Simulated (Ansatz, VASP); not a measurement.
**One calculation of Al, two programs**

```
Al
1.0
     0.00000    1.94302    1.94302
     1.94302    0.00000    1.94302
     1.94302    1.94302    0.00000
Al
1
Cartesian
  0.0000 0.0000 0.0000
```

Change from the starting cell: strain -0.040 along x and y, -0.040 along z, atoms carried along.

Alike in both runs: task single point; functional PBE; k mesh 20 × 20 × 20; occupations gaussian, width 0.15 eV; no spin polarisation.

```csv
,VASP,Ansatz
version,VASP 6.6.1,Ansatz 0.2.0
potentials or method,"VASP PAW PBE potentials, release 64 (Al), cutoff 520 eV","scalar-relativistic, plane waves, PAW"
valence electrons in the cell,3,3
```

|  | VASP | Ansatz | Ansatz less VASP |
| --- | --- | --- | --- |
| gap on the k mesh at the Fermi level (eV) | none | none | - |
| pressure (GPa) | 11.8 | 11.8 | +0.03 |

A gap of «none» marks a metal or a gap that the smearing closes.
